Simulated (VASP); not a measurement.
# Cu3Ni2 (P-3m1) in VASP: single point with r2SCAN

Aim: the single point of Cu3Ni2 with r2SCAN.

All numbers are computed with VASP 6.6.1; they aren't measurements. Logs are shortened: lines on timing, memory, paths and dates and some standing lists are left out, and cuts for length are marked.

## Step 1: The cell of the first run

The structure is trigonal, space group P-3m1 (No. 164). Conventional cell: a = 2.521 Å, b = 2.521 Å, c = 20.850 Å, α = 90.00°, β = 90.00°, γ = 120.00°. Within 3.3 Å of Cu (site symmetry 3m) lie 9 Cu at 2.52 to 2.58 Å and 3 Ni at 2.53 Å. Within 3.3 Å of Cu (site symmetry 3m) lie 12 Cu at 2.52 to 2.58 Å. Within 3.3 Å of Cu (site symmetry 3m) lie 9 Cu at 2.52 to 2.58 Å and 3 Ni at 2.53 Å. Within 3.3 Å of Ni (site symmetry 3m) lie 9 Ni at 2.49 to 2.52 Å and 3 Cu at 2.53 Å. Ni (site symmetry 3m) has 9 Ni at 2.49 to 2.52 Å and 3 Cu at 2.53 Å within 3.3 Å.

## Step 2: Single point, r2SCAN

POSCAR

```
Cu3Ni2
1.0
    2.5205932824     -0.0000000289      0.0000000000
   -1.2602966162      2.1828978296      0.0000000000
    0.0000000000      0.0000000000     20.8495855000
Cu Ni
6 4
Direct
    0.3333333333      0.6666666667      0.8467910000
    0.3333333333      0.6666666667      0.0511480000
    0.3333333333      0.6666666667      0.4489950000
    0.6666666667      0.3333333333      0.9488520000
    0.6666666667      0.3333333333      0.1532090000
    0.6666666667      0.3333333333      0.5510050000
    0.3333333333      0.6666666667      0.6505200000
    0.3333333333      0.6666666667      0.2526390000
    0.6666666667      0.3333333333      0.7473610000
    0.6666666667      0.3333333333      0.3494800000
```

INCAR.step1

```
SYSTEM = Cu3Ni2
PREC = Accurate
ENCUT = 520
ISMEAR = 0
SIGMA = 0.1
LREAL = .False.
LASPH = .True.
NELM = 60
NBANDS = 64
GGA = PE
ALGO = Normal
EDIFF = 1E-4
LWAVE = .True.
LCHARG = .False.
```

INCAR.step2

```
SYSTEM = Cu3Ni2
PREC = Accurate
ENCUT = 520
EDIFF = 1E-7
ISMEAR = 0
SIGMA = 0.1
LREAL = .False.
LASPH = .True.
NELM = 60
ALGO = Normal
ISIF = 2
LWAVE = .False.
LCHARG = .False.
METAGGA = R2SCAN
LMIXTAU = .True.
NBANDS = 64
ISTART = 1
```

KPOINTS

```
regular mesh
0
Gamma
  18 18 2
  0 0 0
```

Potentials or basis: VASP PAW PBE potentials, release 64 (Cu, Ni).

Launch:

```
cat potpaw_PBE.64/Cu/POTCAR potpaw_PBE.64/Ni/POTCAR > POTCAR
cp INCAR.step1 INCAR
mpirun -np 1 vasp_std > vasp.out
cp INCAR.step2 INCAR
mpirun -np 1 vasp_std > vasp.out
```

OUTCAR:

```text
SYSTEM = Cu3Ni2
   PREC = Accurate
   ENCUT = 520
   EDIFF = 1E-7
   ISMEAR = 0
   LREAL = .False.
   LASPH = .True.
   NELM = 60
   ISIF = 2
   METAGGA = R2SCAN
   ISTART = 1

 ion  position               nearest neighbor table
   1  0.333  0.667  0.847-   9 2.53   9 2.53   9 2.53   4 2.58   4 2.58   4 2.58
   2  0.333  0.667  0.051-   5 2.58   5 2.58   5 2.58   4 2.58   4 2.58   4 2.58
   3  0.333  0.667  0.449-  10 2.53  10 2.53  10 2.53   6 2.58   6 2.58   6 2.58
   4  0.667  0.333  0.949-   1 2.58   1 2.58   1 2.58   2 2.58   2 2.58   2 2.58
   5  0.667  0.333  0.153-   8 2.53   8 2.53   8 2.53   2 2.58   2 2.58   2 2.58
   6  0.667  0.333  0.551-   7 2.53   7 2.53   7 2.53   3 2.58   3 2.58   3 2.58
   7  0.333  0.667  0.651-   9 2.49   9 2.49   9 2.49   6 2.53   6 2.53   6 2.53
   8  0.333  0.667  0.253-  10 2.49  10 2.49  10 2.49   5 2.53   5 2.53   5 2.53
   9  0.667  0.333  0.747-   7 2.49   7 2.49   7 2.49   1 2.53   1 2.53   1 2.53
  10  0.667  0.333  0.349-   8 2.49   8 2.49   8 2.49   3 2.53   3 2.53   3 2.53

  LATTYP: Found a hexagonal cell.
 ALAT       =     2.5205932824
 C/A-ratio  =     8.2716976378

  Lattice vectors:

 A1 = (   2.5205932824,  -0.0000000289,   0.0000000000)
 A2 = (  -1.2602966162,   2.1828978296,   0.0000000000)
 A3 = (   0.0000000000,   0.0000000000,  20.8495855000)

Analysis of symmetry for initial positions (statically):
=====================================================================
 Subroutine PRICEL returns:
 Original cell was already a primitive cell.

 Routine SETGRP: Setting up the symmetry group for a
 hexagonal supercell.

 Subroutine GETGRP returns: Found 12 space group operations
 (whereof 12 operations were pure point group operations)
 out of a pool of 24 trial point group operations.

The static configuration has the point symmetry D_3d.

Analysis of symmetry for dynamics (positions and initial velocities):
=====================================================================
 Subroutine PRICEL returns:
 Original cell was already a primitive cell.

 Routine SETGRP: Setting up the symmetry group for a
 hexagonal supercell.

 Subroutine GETGRP returns: Found 12 space group operations
 (whereof 12 operations were pure point group operations)
 out of a pool of 24 trial point group operations.

The dynamic configuration has the point symmetry D_3d.

 Subroutine INISYM returns: Found 12 space group operations
 (whereof 12 operations are pure point group operations),
 and found     1 'primitive' translations

----------------------------------------------------------------------------------------

                                     Primitive cell

  volume of cell :     114.7185

  direct lattice vectors                    reciprocal lattice vectors
     2.520593282 -0.000000029  0.000000000     0.396731997  0.229053319  0.000000000
    -1.260296616  2.182897830  0.000000000     0.000000005  0.458106648  0.000000000
     0.000000000  0.000000000 20.849585500     0.000000000  0.000000000  0.047962584

  length of vectors
     2.520593282  2.520593282 20.849585500     0.458106648  0.458106648  0.047962584

  position of ions in fractional coordinates (direct lattice)
     0.333333333  0.666666667  0.846791000
     0.333333333  0.666666667  0.051148000
     0.333333333  0.666666667  0.448995000
     0.666666667  0.333333333  0.948852000
     0.666666667  0.333333333  0.153209000
     0.666666667  0.333333333  0.551005000
     0.333333333  0.666666667  0.650520000
     0.333333333  0.666666667  0.252639000
     0.666666667  0.333333333  0.747361000
     0.666666667  0.333333333  0.349480000

  ion indices of the primitive-cell ions
   primitive index   ion index
                 1           1
                 2           2
                 3           3
                 4           4
                 5           5
                 6           6
                 7           7
                 8           8
                 9           9
                10          10

----------------------------------------------------------------------------------------

 KPOINTS: regular mesh

Automatic generation of k-mesh.
 Grid dimensions read from file:
 generate k-points for:   18   18    2

 Generating k-lattice:

  Cartesian coordinates                     Fractional coordinates (reciprocal lattice)
     0.022040667  0.012725184  0.000000000     0.055555556 -0.000000000  0.000000000
     0.000000000  0.025450369  0.000000000    -0.000000000  0.055555556  0.000000000
     0.000000000  0.000000000  0.023981292     0.000000000  0.000000000  0.500000000

  Length of vectors
     0.025450369  0.025450369  0.023981292

  Shift w.r.t. Gamma in fractional coordinates (k-lattice)
     0.000000000  0.000000000  0.000000000

 Subroutine IBZKPT returns following result:
 ===========================================

 Found     74 irreducible k-points:

 Following reciprocal coordinates:
            Coordinates               Weight
  0.000000  0.000000  0.000000      1.000000
  0.055556 -0.000000  0.000000      6.000000
  0.111111 -0.000000  0.000000      6.000000
  0.166667 -0.000000  0.000000      6.000000
  0.222222  0.000000  0.000000      6.000000
  0.277778 -0.000000  0.000000      6.000000
[... 16 lines left out ...]
  0.333333  0.111111  0.000000     12.000000
  0.388889  0.111111  0.000000     12.000000
 [... further k-points ...]
   k-points           NKPTS =     74   k-points in BZ     NKDIM =     74   number of bands    NBANDS=     64
   number of dos      NEDOS =    301   number of ions     NIONS =     10
   total plane-waves  NPLWV =  64000
   dimension x,y,z NGX =    20 NGY =   20 NGZ =  160
   dimension x,y,z NGXF=    40 NGYF=   40 NGZF=  320
   ions per type =               6   4
   NGX,Y,Z   is equivalent  to a cutoff of  13.19, 13.19, 12.76 a.u.
   NGXF,Y,Z  is equivalent  to a cutoff of  26.38, 26.38, 25.52 a.u.
 SYSTEM =  Cu3Ni2
   PREC   = accura    normal or accurate (medium, high low for compatibility)
   ISTART =      1    job   : 0-new  1-cont  2-samecut
   ICHARG =      0    charge: 1-file 2-atom 10-const
   ISPIN  =      1    spin polarized calculation?
   LNONCOLLINEAR =      F non collinear calculations
   LSORBIT =      F    spin-orbit coupling
   LASPH  =      T    aspherical Exc in radial PAW
   ENCUT  =  520.0 eV  38.22 Ry    6.18 a.u.   4.69  4.69 38.77*2*pi/ulx,y,z
   NELM   =     60;   NELMIN=  2; NELMDL=  0     # of ELM steps
   EDIFF  = 0.1E-06   stopping-criterion for ELM
   LREAL  =      F    real-space projection
   EDIFFG = 0.1E-05   stopping-criterion for IOM
   NSW    =      0    number of steps for IOM
   IBRION =     -1    ionic relax: 0-MD 1-quasi-New 2-CG
   NFREE  =      0    steps in history (QN), initial steepest desc. (CG)
   ISIF   =      2    stress and relaxation
   ISYM   =      2    0-nonsym 1-usesym 2-fastsym
   POTIM  = 0.5000    time-step for ionic-motion
   TEBEG  =    0.0;   TEEND  =   0.0 temperature during run
   PSTRESS=    0.0 pullay stress
   NELECT =     106.0000    total number of electrons
   NUPDOWN=      -1.0000    fix difference up-down
   EMIN   =  10.00;   EMAX   =-10.00  energy-range for DOS
   EFERMI =   0.00;   METHOD = LEGACY
   ISMEAR =     0;   SIGMA  =   0.10  broadening in eV -4-tet -1-fermi 0-gaus
   EFERMI_NEDOS =   21; number of points for ismear=-14 and -15
   IALGO  =     38    algorithm
   IMIX   =      4    mixing-type and parameters
     AMIX     =   0.40;   BMIX     =  1.00
     AMIX_MAG =   1.60;   BMIX_MAG =  1.00
  volume/ion in A,a.u.               =      11.47        77.42
  Fermi-wavevector in a.u.,A,eV,Ry     =   1.594528  3.013222 34.593095  2.542521
  Thomas-Fermi vector in A             =   2.692589
   LORBIT       =      0    0 simple, 1 ext, 2 COOP (PROOUT), +10 PAW based schemes
   METAGGA = R2SCAN    functional components
   LHFCALC =     F    Hartree Fock is set to
   AEXX    =    0.0000 exact exchange contribution
   IVDW    =     0    specifies the selected vdW correction
   LEPSILON=     F    determine dielectric tensor
   LRPA    =     F    only Hartree local field effects (RPA)
 non-spin polarized calculation
 Gauss-broadening in eV      SIGMA  =   0.10
  energy-cutoff  :      520.00
  volume of cell :      114.72
 maximum number of plane-waves:      3126
 NGX is ok and might be reduce to    20
   NGX =  9   NGY =  9   NGZ = 77

 number of electron     105.9999976 magnetization

 Free energy of the ion-electron system (eV)
  ---------------------------------------------------
  ext. energy  EPLUGINS =         0.00000000
  ---------------------------------------------------
  free energy    TOTEN  =      -112.12437188 eV

  energy without entropy =     -112.07807155  energy(sigma->0) =     -112.10122172

 E-fermi :   7.8701     XC(G=0): -13.9486

 val. band max:        7.8471408453   @ k =   0.2222   0.1667   0.0000
 cond. band min:       7.8724155133   @ k =   0.2778  -0.0000   0.0000
 fundamental gap:      0.0252746681
 Fermi energy:         7.8700893741

 k-point     1 :       0.0000    0.0000    0.0000
  band No.  band energies     occupation
      1      -1.6231      2.00000
      2      -1.2326      2.00000
      3      -1.0003      2.00000
      4      -0.0060      2.00000
      5       0.0078      2.00000
      6       1.5045      2.00000
[... 56 lines left out ...]
     63      15.1866      0.00000
     64      19.0962      0.00000

 k-point     2 :       0.0556   -0.0000    0.0000
  band No.  band energies     occupation
      1      -1.5162      2.00000
      2      -1.1265      2.00000
      3      -0.8947      2.00000
      4       0.0947      2.00000
      5       0.1083      2.00000
      6       1.5947      2.00000
[... 1463 lines left out ...]
     63      15.1708      0.00000
     64      15.6004      0.00000

 k-point    24 :       0.3889    0.1111    0.0000
  band No.  band energies     occupation
      1       2.8991      2.00000
      2       2.9852      2.00000
      3       3.1697      2.00000
      4       3.2183      2.00000
      5       3.2866      2.00000
      6       3.3233      2.00000
[... 56 lines left out ...]
     63      14.5477      0.00000
     64      14.8137      0.00000

 [... further k-points ...]

------------------------ aborting loop because EDIFF is reached ----------------------------------------

  FORCE on cell =-STRESS in cart. coord.  units (eV):
  Direction    XX          YY          ZZ          XY          YZ          ZX
  --------------------------------------------------------------------------------------
  -------------------------------------------------------------------------------------
  Total       -4.7191457     -4.7191457     -4.7282886      0.0000000      0.0000000     -0.0000000
  in kB      -65.9083389    -65.9083389    -66.0360299      0.0000000      0.0000000     -0.0000000
  external PRESSURE =     -65.9509026 kB  Pullay stress =       0.0000000 kB

 VOLUME and BASIS-vectors are now :
 -----------------------------------------------------------------------------
  energy-cutoff  :      520.00
  volume of cell :      114.72
      direct lattice vectors                 reciprocal lattice vectors
     2.520593282 -0.000000029  0.000000000     0.396731997  0.229053319  0.000000000
    -1.260296616  2.182897830  0.000000000     0.000000005  0.458106648  0.000000000
     0.000000000  0.000000000 20.849585500     0.000000000  0.000000000  0.047962584

 POSITION                                       TOTAL-FORCE (eV/Angst)
 -----------------------------------------------------------------------------------
      0.00000      1.45527     17.65524         0.000000     -0.000000     -0.035173
      0.00000      1.45527      1.06641        -0.000000      0.000000      0.004457
      0.00000      1.45527      9.36136        -0.000000     -0.000000     -0.034586
      1.26030      0.72763     19.78317        -0.000000     -0.000000     -0.004457
      1.26030      0.72763      3.19434         0.000000      0.000000      0.035173
      1.26030      0.72763     11.48823        -0.000000     -0.000000      0.034586
      0.00000      1.45527     13.56307        -0.000000      0.000000      0.013375
      0.00000      1.45527      5.26742        -0.000000     -0.000000      0.005752
      1.26030      0.72763     15.58217         0.000000      0.000000     -0.005752
      1.26030      0.72763      7.28651         0.000000     -0.000000     -0.013375
 -----------------------------------------------------------------------------------
    total drift:                                0.000000     -0.000000     -0.000000

  FREE ENERGIE OF THE ION-ELECTRON SYSTEM (eV)
  ---------------------------------------------------
  free  energy   TOTEN  =      -112.1243718779 eV

  energy  without entropy=     -112.0780715530  energy(sigma->0) =     -112.10122172
```

Run time: 70 min. Hardware: 1 thread of Intel Xeon 8259CL, shared host; peak memory 0.54 GiB.

Results:

- Free energy: -112.1244 eV
- Pressure: -6.6 GPa
- Largest force: 0.035 eV/Å
- Band gap on the k mesh: zero (bands 53 and 54 overlap by 4.71 eV)

Forces on the atoms (eV/Å):
```
Cu   0.000  0.000 -0.035
Cu   0.000  0.000  0.004
Cu   0.000  0.000 -0.035
Cu   0.000  0.000 -0.004
Cu   0.000  0.000  0.035
Cu   0.000  0.000  0.035
Ni   0.000  0.000  0.013
Ni   0.000  0.000  0.006
Ni   0.000  0.000 -0.006
Ni   0.000  0.000 -0.013
```

Caveat: the cell stands under tension; the PAW data sets were made with another functional, which shifts forces and pressure a little.

The gap in the log of VASP goes by the Fermi energy; the results here count the filled bands.